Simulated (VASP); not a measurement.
A run of VASP 6.6.1 is set up as follows.

INCAR

```
PREC = Accurate
ENCUT = 520
EDIFF = 1E-6
ISMEAR = 0
SIGMA = 0.05
LREAL = Auto
LASPH = T
NELM = 80
ALGO = Normal
ISIF = 2
LWAVE = F
LCHARG = F
LDIPOL = T
IDIPOL = 3
DIPOL = 0.5 0.5 0.500
GGA = PS
NBANDS = 56
```

Contents of KPOINTS:

```
Automatic mesh
0
Gamma
  12 12 1
```

Contents of POSCAR:

```
C
1.0
    2.5053676368      0.0000000000      0.0000000000
   -1.2526838184      2.1697120193      0.0000000000
    0.0000000000      0.0000000000     24.1007856675
C
20
Direct
    0.3333333333      0.6666666667      0.1037310582
    0.0000000000      0.0000000000      0.1251961379
    0.0000000000      0.0000000000      0.1889471305
    0.6666666667      0.3333333333      0.2104122102
    0.6666666667      0.3333333333      0.2751952411
    0.0000000000      0.0000000000      0.2966603208
    0.0000000000      0.0000000000      0.3604113134
    0.3333333333      0.6666666667      0.3818763931
    0.3333333333      0.6666666667      0.4466594240
    0.0000000000      0.0000000000      0.4681245037
    0.0000000000      0.0000000000      0.5318754963
    0.6666666667      0.3333333333      0.5533405760
    0.6666666667      0.3333333333      0.6181236069
    0.0000000000      0.0000000000      0.6395886866
    0.0000000000      0.0000000000      0.7033396792
    0.3333333333      0.6666666667      0.7248047589
    0.3333333333      0.6666666667      0.7895877898
    0.0000000000      0.0000000000      0.8110528695
    0.0000000000      0.0000000000      0.8748038621
    0.6666666667      0.3333333333      0.8962689418
```

Potentials or basis: VASP PAW PBE potentials, release 64 (C).

Command:

```console
$ cat potpaw_PBE.64/C/POTCAR > POTCAR
$ mpirun -np 1 vasp_std > vasp.out
```

**Question.** Predict the band gap on the k mesh.

**Answer.** Zero (bands 40 and 41 overlap by 0.15 eV).

**Question.** What does it give for the largest force?

**Answer.** 4.737 eV/Å.

Forces in eV/Å, atoms in the order of the input:
```
C    0.000  0.000  4.074
C    0.000  0.000 -4.737
C    0.000  0.000  0.814
C    0.000  0.000 -0.358
C    0.000  0.000  0.149
C    0.000  0.000 -0.074
C    0.000  0.000  0.051
C    0.000  0.000 -0.020
C    0.000  0.000  0.015
C    0.000  0.000 -0.014
C    0.000  0.000  0.014
C    0.000  0.000 -0.015
C    0.000  0.000  0.020
C    0.000  0.000 -0.051
C    0.000  0.000  0.074
C    0.000  0.000 -0.149
C    0.000  0.000  0.358
C    0.000  0.000 -0.814
C    0.000  0.000  4.737
C    0.000  0.000 -4.074
```

Caveat: the PAW data sets were made with another functional, which shifts forces and pressure a little.
